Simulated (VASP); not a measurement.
Write the native input for VASP 6.6.1 that does the following.

```yaml
Task: single point
Functional: RPBE
Potentials_or_basis: VASP PAW PBE potentials, release 64 (Ba_sv, S)
Cutoff: 520 eV
k_mesh: 7 × 7 × 7
Occupations: gaussian, width 0.05 eV
Spin: no spin polarisation
Dipole_correction: no
Further_INCAR_settings: ALGO = Normal; EDIFF = 1e-06; NBANDS = 15
```

The structure of BaS lies in POSCAR:

```
BaS
1.0
    0.0000000000      3.1937500000      3.1937500000
    3.1937500000      0.0000000000      3.1937500000
    3.1937500000      3.1937500000      0.0000000000
Ba S
1 1
Direct
    0.0000000000      0.0000000000      0.0000000000
    0.5000000000      0.5000000000      0.5000000000
```

The input as run:

INCAR

```
PREC     = Accurate       # precision mode
ENCUT    = 520            # plane-wave cutoff, eV
EDIFF    = 1E-6           # SCF threshold, eV
ISMEAR   = 0              # smearing method
SIGMA    = 0.05           # smearing width, eV
LREAL    = False          # projectors in reciprocal space
LASPH    = True           # aspherical terms in the spheres
NELM     = 60             # most SCF steps
ALGO     = Normal         # electronic algorithm
ISIF     = 2              # what is computed and relaxed
LWAVE    = False          # write WAVECAR
LCHARG   = False          # write CHGCAR
GGA      = RP             # functional
NBANDS   = 15             # bands
```

KPOINTS

```
regular mesh
0
Gamma
  7 7 7
```

Potentials or basis: VASP PAW PBE potentials, release 64 (Ba_sv, S).

Launch:

```sh
$ cat potpaw_PBE.64/Ba_sv/POTCAR potpaw_PBE.64/S/POTCAR > POTCAR
$ mpirun -np 1 vasp_std > vasp.out
```

Results of the run:

```
Pressure               : 3.0 GPa
Band gap on the k mesh : 2.31 eV, indirect (least direct gap 2.45 eV)
```

Caveat: the PAW data sets were made with another functional, which shifts forces and pressure a little; spin-orbit coupling is left out, which moves the levels of the heavy elements.

Run time: 37 s on 1 thread of Intel Xeon 8259CL (shared host), peak memory 0.21 GiB.
